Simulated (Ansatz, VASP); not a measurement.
## As in VASP and in Ansatz

The input INCAR:

```
ALGO     = Normal         # electronic algorithm
EDIFF    = 1E-7           # SCF threshold, eV
ENCUT    = 520            # plane-wave cutoff, eV
GGA      = PE             # functional
ISIF     = 2              # what is computed and relaxed
ISMEAR   = -1             # smearing method
LASPH    = T              # aspherical terms in the spheres
LCHARG   = F              # write CHGCAR
LREAL    = F              # projectors in reciprocal space
LWAVE    = F              # write WAVECAR
NBANDS   = 12             # bands
NELM     = 100            # most SCF steps
PREC     = Accurate       # precision mode
SIGMA    = 0.08           # smearing width, eV
```

File KPOINTS:

```
k-points
0
Gamma
  13 13 13
```

File POSCAR:

```
As
1.0
    0.0000000000      2.4237092002      2.4237092002
    2.4237092002      0.0000000000      2.4237092002
    2.4237092002      2.4237092002      0.0000000000
As
2
Direct
   -0.1250000000     -0.1250000000     -0.1250000000
    0.1250000000      0.1250000000      0.1250000000
```

Input for Ansatz:

```yaml
crystal:
  lattice:
    - [0.0, 2.4237092002, 2.4237092002]
    - [2.4237092002, 0.0, 2.4237092002]
    - [2.4237092002, 2.4237092002, 0.0]
  atoms:
    - { symbol: As, position: [-0.125, -0.125, -0.125] }
    - { symbol: As, position: [0.125, 0.125, 0.125] }
kpoints:
  mp_grid: { grid: [13, 13, 13] }
scf:
  occupations: { method: fermi_dirac, width: 0.08 }
hamiltonian:
  xc: pbe
  pseudopotentials: { kind: paw }
output:
  forces: true
  stress: true
  eigenvalues: true
  populations: true
```

Change from the starting cell: volume scaled by 0.5, PAW files.

Alike in both runs: task single point; functional PBE; k mesh 13 × 13 × 13; occupations fermi-dirac, width 0.08 eV; no spin polarisation.

|  | VASP | Ansatz |
| --- | --- | --- |
| version | VASP 6.6.1 | Ansatz 0.2.0 |
| potentials or method | VASP PAW PBE potentials, release 64 (As) | PAW with Ansatz's default frozen-core files, scalar-relativistic |
| plane-wave cutoff (eV) | 520 | 420 |
| valence electrons in the cell | 10 | 30 |

VASP gave:

| Quantity | Value |
| --- | --- |
| pressure (GPa) | 123.7 |

Question: Estimate Ansatz's values.

Answer: Pressure (GPa): 120.1.

Both programs put the cell under a high pressure, so it lies far from rest at this level. VASP's potentials hold 10 valence electrons a cell and Ansatz's 30, so a difference there can come from the potentials and not from the codes.

Noted on VASP's run: the cell as given lies far from equilibrium.
